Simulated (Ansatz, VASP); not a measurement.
## Ta2Si in VASP and in Ansatz

File INCAR:

```
SYSTEM = Ta2Si
PREC = Accurate
ENCUT = 520
EDIFF = 1E-7
ISMEAR = 0
SIGMA = 0.1
LREAL = .False.
LASPH = .True.
NELM = 100
ALGO = Normal
ISIF = 2
LWAVE = .False.
LCHARG = .False.
GGA = PS
NBANDS = 35
```

KPOINTS

```
regular mesh
0
Gamma
  1 1 1
  0 0 0
```

POSCAR

```
Ta2Si
1.0
   -3.0877629443      3.0877629443      2.5236412193
    3.0877629443     -3.0877629443      2.5236412193
    3.0877629443      3.0877629443     -2.5236412193
Ta Si
4 2
Direct
    0.6635932100      0.8364067900      0.5000000000
    0.8364067900      0.3364067900      0.1728135800
    0.3364067900      0.1635932100      0.5000000000
    0.1635932100      0.6635932100      0.8271864200
    0.2500000000      0.2500000000      0.0000000000
    0.7500000000      0.7500000000      0.0000000000
```

Input for Ansatz:

```yaml
crystal:
  lattice:
    - [-3.0877629443, 3.0877629443, 2.5236412193]
    - [3.0877629443, -3.0877629443, 2.5236412193]
    - [3.0877629443, 3.0877629443, -2.5236412193]
  atoms:
    - { symbol: Ta, position: [0.66359321, 0.83640679, 0.5] }
    - { symbol: Ta, position: [0.83640679, 0.33640679, 0.17281358] }
    - { symbol: Ta, position: [0.33640679, 0.16359321, 0.5] }
    - { symbol: Ta, position: [0.16359321, 0.66359321, 0.82718642] }
    - { symbol: Si, position: [0.25, 0.25, 0.0] }
    - { symbol: Si, position: [0.75, 0.75, 0.0] }
basis:
  ecutwfc: 420
kpoints:
  mp_grid: { grid: [1, 1, 1] }
hamiltonian:
  xc: pbesol
scf:
  occupations: { method: gaussian, width: 0.1 }
output:
  forces: true
  stress: true
  eigenvalues: true
```

Alike in both runs: task single point; functional PBEsol; k mesh 1 × 1 × 1; occupations gaussian, width 0.1 eV; no spin polarisation.

|  | VASP | Ansatz |
| --- | --- | --- |
| version | VASP 6.6.1 | Ansatz 0.2.0 |
| potentials or method | VASP PAW PBE potentials, release 64 (Ta_pv, Si), cutoff 520 eV | scalar-relativistic, plane waves, PAW |
| valence electrons in the cell | 52 | 60 |

VASP gave:

| Property | Result |
| --- | --- |
| gap on the k mesh at the Fermi level (eV) | 0.55 |
| least direct gap on the mesh (eV) | 0.55 |
| pressure (GPa) | 1.8 |
| traceless stress, the component that is largest in VASP (GPa) | 28.83 |
| rms of the force components (eV/Å) | 0.793 |

What did Ansatz give for the same quantities?

gap on the k mesh at the Fermi level (eV): 0.55; least direct gap on the mesh (eV): 0.55; pressure (GPa): 1.4; traceless stress, the component that is largest in VASP (GPa): 28.73; rms of the force components (eV/Å): 0.790.

VASP's potentials were made for PBE, not for PBEsol. Atom by atom the forces differ by 0.004 eV/Å (rms over components). VASP's potentials hold 52 valence electrons a cell and Ansatz's 60, so a difference there can come from the potentials and not from the codes.

The k mesh is coarse, so the values compare programs but aren't converged. Spin-orbit coupling is off throughout.
